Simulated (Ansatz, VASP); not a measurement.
# Si3C4: VASP beside Ansatz

```
CELL_PARAMETERS angstrom
3.00417 0.00000 0.00000
-1.50209 2.60169 0.00000
0.00000 0.00000 8.89321
ATOMIC_POSITIONS crystal
Si 0.00000 0.00000 0.50000
Si 0.66667 0.33333 0.17271
Si 0.33333 0.66667 0.82729
C 0.00000 0.00000 0.08587
C 0.33333 0.66667 0.62166
C 0.00000 0.00000 0.91413
C 0.66667 0.33333 0.37834
```

Change from the starting cell: species swapped into the Cr3Te4 type (C2/m, No. 12).

Alike in both runs: functional PBE; k mesh 12 × 12 × 4; occupations gaussian, width 0.1 eV; no spin polarisation.

Ansatz relaxed the structure, and its values are those at the end. VASP's run is a single point on that final structure, the one shown.

```csv
,VASP,Ansatz
version,VASP 6.6.1,Ansatz 0.2.0
potentials or method,"VASP PAW PBE potentials, release 64 (Si, C), cutoff 520 eV","scalar-relativistic, plane waves, PAW"
valence electrons in the cell,28,28
```

|  | VASP | Ansatz | Ansatz less VASP |
| --- | --- | --- | --- |
| gap on the k mesh at the Fermi level (eV) | none | none | - |
| pressure (GPa) | 0.0 | 0.0 | -0.01 |
| rms of the force components (eV/Å) | 0.012 | 0.001 | -0.0102 |

A gap of «none» marks a metal or a gap that the smearing closes. With one functional, cell and mesh, what is left measures potentials, basis and numerics.
